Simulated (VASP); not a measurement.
# W (Im-3m) in VASP: further runs

Aim: see how the results for W move with the level of theory and the settings. Levels: PBE, LDA. Tasks: relaxation of cell and atoms, single point.

Everything below comes from runs of VASP 6.6.1. Logs are shortened: lines on timing, memory, paths and dates and some standing lists are left out, and cuts for length are marked.

## (1) The cell of the first run

Symmetry: Im-3m, No. 229, cubic system. The conventional cell has a = 3.160 Å, b = 3.160 Å, c = 3.160 Å, α = 90.00°, β = 90.00°, γ = 90.00°. W (site symmetry m-3m) has 14 W at 2.74 to 3.16 Å within 3.6 Å.

## (2) Relaxation of cell and atoms, PBE

Contents of INCAR:

```
PREC     = Accurate       # precision mode
ENCUT    = 600            # plane-wave cutoff, eV
EDIFF    = 1E-6           # SCF threshold, eV
ISMEAR   = 1              # smearing method
SIGMA    = 0.1            # smearing width, eV
LREAL    = False          # projectors in reciprocal space
LASPH    = True           # aspherical terms in the spheres
NELM     = 60             # most SCF steps
ALGO     = Normal         # electronic algorithm
ISIF     = 3              # what is computed and relaxed
LWAVE    = False          # write WAVECAR
LCHARG   = False          # write CHGCAR
GGA      = PE             # functional
IBRION   = 2              # ionic algorithm
NSW      = 60             # ionic steps
EDIFFG   = -0.005         # ionic threshold
```

Contents of KPOINTS:

```
regular mesh
0
Gamma
  24 24 24
```

Contents of POSCAR:

```
W
1.0
   -1.5800000000      1.5800000000      1.5800000000
    1.5800000000     -1.5800000000      1.5800000000
    1.5800000000      1.5800000000     -1.5800000000
W
1
Direct
    0.0000000000      0.0000000000      0.0000000000
```

Potentials or basis: VASP PAW PBE potentials, release 64 (W_sv).

Command:

```
$ cat potpaw_PBE.64/W_sv/POTCAR > POTCAR
$ mpirun -np 1 vasp_std > vasp.out
```

OUTCAR:

```text
PREC = Accurate
   ENCUT = 600
   EDIFF = 1E-6
   ISMEAR = 1
   LREAL = False
   LASPH = True
   NELM = 60
   ISIF = 3
   GGA = PE
   IBRION = 2
   NSW = 60
   EDIFFG = -0.005

 ion  position               nearest neighbor table
   1  0.000  0.000  0.000-

  LATTYP: Found a body centered cubic cell.
 ALAT       =     3.1600000000

  Lattice vectors:

 A1 = (  -1.5800000000,   1.5800000000,   1.5800000000)
 A2 = (   1.5800000000,  -1.5800000000,   1.5800000000)
 A3 = (   1.5800000000,   1.5800000000,  -1.5800000000)

Analysis of symmetry for initial positions (statically):
=====================================================================
 Subroutine PRICEL returns:
 Original cell was already a primitive cell.

 Routine SETGRP: Setting up the symmetry group for a
 body centered cubic supercell.

 Subroutine GETGRP returns: Found 48 space group operations
 (whereof 48 operations were pure point group operations)
 out of a pool of 48 trial point group operations.

The static configuration has the point symmetry O_h .

Analysis of symmetry for dynamics (positions and initial velocities):
=====================================================================
 Subroutine PRICEL returns:
 Original cell was already a primitive cell.

 Routine SETGRP: Setting up the symmetry group for a
 body centered cubic supercell.

 Subroutine GETGRP returns: Found 48 space group operations
 (whereof 48 operations were pure point group operations)
 out of a pool of 48 trial point group operations.

The dynamic configuration has the point symmetry O_h .

 Subroutine INISYM returns: Found 48 space group operations
 (whereof 48 operations are pure point group operations),
 and found     1 'primitive' translations

----------------------------------------------------------------------------------------

                                     Primitive cell

  volume of cell :      15.7772

  direct lattice vectors                    reciprocal lattice vectors
    -1.580000000  1.580000000  1.580000000     0.000000000  0.316455696  0.316455696
     1.580000000 -1.580000000  1.580000000     0.316455696  0.000000000  0.316455696
     1.580000000  1.580000000 -1.580000000     0.316455696  0.316455696  0.000000000

  length of vectors
     2.736640276  2.736640276  2.736640276     0.447535937  0.447535937  0.447535937
[... 91 lines left out ...]
   NUPDOWN=      -1.0000    fix difference up-down
   EMIN   =  10.00;   EMAX   =-10.00  energy-range for DOS
   EFERMI =   0.00;   METHOD = LEGACY
   ISMEAR =     1;   SIGMA  =   0.10  broadening in eV -4-tet -1-fermi 0-gaus
   EFERMI_NEDOS =   21; number of points for ismear=-14 and -15
   IALGO  =     38    algorithm
   IMIX   =      4    mixing-type and parameters
     AMIX     =   0.40;   BMIX     =  1.00
     AMIX_MAG =   1.60;   BMIX_MAG =  1.00
  volume/ion in A,a.u.               =      15.78       106.47
  Fermi-wavevector in a.u.,A,eV,Ry     =   1.573163  2.972847 33.672273  2.474842
  Thomas-Fermi vector in A             =   2.674489
   LORBIT       =      0    0 simple, 1 ext, 2 COOP (PROOUT), +10 PAW based schemes
   GGA     = PE    functional components
   LHFCALC =     F    Hartree Fock is set to
   AEXX    =    0.0000 exact exchange contribution
   IVDW    =     0    specifies the selected vdW correction
   LEPSILON=     F    determine dielectric tensor
   LRPA    =     F    only Hartree local field effects (RPA)
 conjugate gradient relaxation of ions
 non-spin polarized calculation
 Methfessel and Paxton  Order N= 1 SIGMA  =   0.10
  energy-cutoff  :      600.00
  volume of cell :       15.78
 maximum number of plane-waves:       543
 NGX is ok and might be reduce to    24
   NGX = 11   NGY = 11   NGZ = 11

--------------------------------------- Ionic step        1  -------------------------------------------

 number of electron      14.0000001 magnetization

 Free energy of the ion-electron system (eV)
  ---------------------------------------------------
  ext. energy  EPLUGINS =         0.00000000
  ---------------------------------------------------
  free energy    TOTEN  =       -12.94711821 eV

  energy without entropy =      -12.94703401  energy(sigma->0) =      -12.94709014

------------------------ aborting loop because EDIFF is reached ----------------------------------------

  FORCE on cell =-STRESS in cart. coord.  units (eV):
  Direction    XX          YY          ZZ          XY          YZ          ZX
  --------------------------------------------------------------------------------------
  -------------------------------------------------------------------------------------
  Total        0.7671404      0.7671404      0.7671404     -0.0000000     -0.0000000      0.0000000
  in kB       77.9029993     77.9029993     77.9029993     -0.0000000     -0.0000000      0.0000000
  external PRESSURE =      77.9029993 kB  Pullay stress =       0.0000000 kB
[... 92 lines left out ...]
--------------------------------------- Ionic step        4  -------------------------------------------

 number of electron      14.0000002 magnetization

 Free energy of the ion-electron system (eV)
  ---------------------------------------------------
  ext. energy  EPLUGINS =         0.00000000
  ---------------------------------------------------
  free energy    TOTEN  =       -12.95634099 eV

  energy without entropy =      -12.95624978  energy(sigma->0) =      -12.95631059

 E-fermi :  11.1952     XC(G=0): -13.5302

 val. band max:       11.1932801857   @ k =  -0.4583   0.4583   0.0417
 cond. band min:      11.2001364183   @ k =   0.1667   0.0000   0.0000
 fundamental gap:      0.0068562326
 Fermi energy:        11.1951847482

 k-point     1 :       0.0000    0.0000    0.0000
  band No.  band energies     occupation
      1     -63.0530      2.00000
      2     -26.6427      2.00000
      3     -26.6427      2.00000
      4     -26.6427      2.00000
      5       1.6332      2.00000
      6       9.9621      2.00000
      7       9.9621      2.00000
      8       9.9621      2.00000
      9      13.3740      0.00000
     10      13.3740      0.00000
     11      25.6333      0.00000
[... 309 lines left out ...]
 k-point    24 :       0.4583    0.0417    0.0000
  band No.  band energies     occupation
      1     -62.9301      2.00000
      2     -27.8377      2.00000
      3     -27.0411      2.00000
      4     -26.6576      2.00000
      5       5.0735      2.00000
      6       7.7082      2.00000
      7      11.5402     -0.00001
      8      13.2406      0.00000
      9      14.2929      0.00000
     10      17.1659      0.00000
     11      21.8966      0.00000

 [... further k-points ...]
[... 5 lines left out ...]
  --------------------------------------------------------------------------------------
  -------------------------------------------------------------------------------------
  Total       -0.0023729     -0.0023729     -0.0023729      0.0000000      0.0000000      0.0000000
  in kB       -0.2351653     -0.2351653     -0.2351653      0.0000000      0.0000000      0.0000000
  external PRESSURE =      -0.2351653 kB  Pullay stress =       0.0000000 kB
[... 16 lines left out ...]
  FREE ENERGIE OF THE ION-ELECTRON SYSTEM (eV)
  ---------------------------------------------------
  free  energy   TOTEN  =       -12.9563409929 eV

  energy  without entropy=      -12.9562497828  energy(sigma->0) =      -12.95631059

 reached required accuracy - stopping structural energy minimisation
```

OSZICAR:

```text
N       E                     dE             d eps       ncg     rms          rms(c)
DAV:   1     0.840547932543E+02    0.84055E+02   -0.85361E+03  9118   0.159E+03
DAV:   2    -0.118054948998E+02   -0.95860E+02   -0.92615E+02  9752   0.359E+02
[... 28 lines left out ...]
   3 F= -.12956328E+02 E0= -.12956297E+02  d E =-.920986E-02
       N       E                     dE             d eps       ncg     rms          rms(c)
DAV:   1    -0.129564275710E+02   -0.99154E-04   -0.20344E-03  9395   0.714E-01    0.119E-01
DAV:   2    -0.129563519404E+02    0.75631E-04   -0.11191E-04  9353   0.144E-01    0.268E-02
DAV:   3    -0.129563399102E+02    0.12030E-04   -0.34771E-05  9557   0.778E-02    0.210E-02
DAV:   4    -0.129563410441E+02   -0.11339E-05   -0.78174E-07  6024   0.126E-02    0.287E-03
DAV:   5    -0.129563409929E+02    0.51132E-07   -0.14380E-07  4579   0.538E-03
   4 F= -.12956341E+02 E0= -.12956311E+02  d E =-.922279E-02
```

CONTCAR:

```text
W
   1.00000000000000
    -1.5928913924848764    1.5928913924848764    1.5928913924848764
     1.5928913924848764   -1.5928913924848764    1.5928913924848764
     1.5928913924848764    1.5928913924848764   -1.5928913924848764
  W
     1
Direct
     0.0000000000000000    0.0000000000000000    0.0000000000000000

  0.00000000E+00  0.00000000E+00  0.00000000E+00
```

It took 96 s on 1 thread of Intel Xeon Platinum 8259CL at 2.50GHz (Skylake/Cascade Lake), shared host; peak memory 0.23 GiB.

What came out:

- Free energy: -12.9563 eV
- Relaxed volume: 16.17 Å³/atom
- Relaxed cell: a = 2.759 Å, b = 2.759 Å, c = 2.759 Å, α = 109.47°, β = 109.47°, γ = 109.47°
- Space group after relaxing (to 0.1 Å): Im-3m (No. 229)
- Energy gained by relaxing: 9.2 meV/atom
- Ionic steps: 4
- Pressure after relaxing: 0.0 GPa
- Band gap on the k mesh: zero (bands 7 and 8 overlap by 6.22 eV)

Step by step:
```csv
step,energy change (eV),largest force (eV/Å),pressure (GPa),volume (Å³)
1,0.0000,0.0000,7.79,15.78
2,0.0947,0.0000,-21.65,17.59
3,-0.0092,0.0000,-0.25,16.18
4,-0.0092,0.0000,-0.02,16.17
```

Final structure:
```xyz
1
Lattice="-1.5929 1.5929 1.5929 1.5929 -1.5929 1.5929 1.5929 1.5929 -1.5929" Properties=species:S:1:pos:R:3 pbc="T T T"
W     0.0000    0.0000    0.0000
```

Caveat: spin-orbit coupling is left out, which moves the levels of the heavy elements.

## (3) Single point, LDA

This run uses another cell than the first one, of 15.41 Å³/atom.

Contents of INCAR:

```
SYSTEM = W
PREC     = Accurate       ! precision mode
ENCUT    = 520            ! plane-wave cutoff, eV
EDIFF    = 1E-6           ! SCF threshold, eV
ISMEAR   = 1              ! smearing method
SIGMA    = 0.1            ! smearing width, eV
LREAL    = .False.        ! projectors in reciprocal space
LASPH    = .True.         ! aspherical terms in the spheres
NELM     = 60             ! most SCF steps
ALGO     = Normal         ! electronic algorithm
ISIF     = 2              ! what is computed and relaxed
LWAVE    = .False.        ! write WAVECAR
LCHARG   = .True.         ! write CHGCAR
GGA      = CA             ! functional
LELF     = .True.         ! ELF
LVHAR    = .True.       
NBANDS   = 13             ! bands
```

Contents of KPOINTS:

```
Automatic mesh
0
Gamma
  36 36 36
  0 0 0
```

Contents of POSCAR:

```
W
1.0
   -1.5675063760      1.5675063760      1.5675063760
    1.5675063760     -1.5675063760      1.5675063760
    1.5675063760      1.5675063760     -1.5675063760
W
1
Direct
    0.0000000000      0.0000000000      0.0000000000
```

Potentials or basis: VASP PAW LDA potentials, release 64 (W_sv).

Command:

```
$ cat potpaw_LDA.64/W_sv/POTCAR > POTCAR
$ mpirun -np 1 vasp_std > vasp.out
```

Run time: 1.9 min. Hardware: 1 thread of Intel Xeon Platinum 8259CL at 2.50GHz (Skylake/Cascade Lake), shared host; peak memory 0.32 GiB.

The run converged. Its results:

| Quantity | Value |
| --- | --- |
| Free energy | -14.1040 eV |
| Pressure | 2.0 GPa |
| Band gap on the k mesh | zero (bands 7 and 8 overlap by 6.66 eV) |

Levels at points of the mesh, in eV from the Fermi level:
| k point | band 4 | band 5 | band 6 | band 7 | band 8 | band 9 | band 10 | band 11 |
| --- | --- | --- | --- | --- | --- | --- | --- | --- |
| (0.00, 0.00, 0.00) | -37.53 | -9.75 | -1.37 | -1.37 | -1.37 | 2.20 | 2.20 | 14.58 |
| (0.50, 0.00, 0.00) | -37.54 | -6.50 | -3.78 | 0.89 | 2.12 | 3.12 | 6.34 | 11.50 |
| (0.50, 0.50, 0.50) | -38.53 | -6.14 | -6.14 | 5.30 | 5.30 | 5.30 | 8.53 | 8.53 |

Caveat: spin-orbit coupling is left out, which moves the levels of the heavy elements.
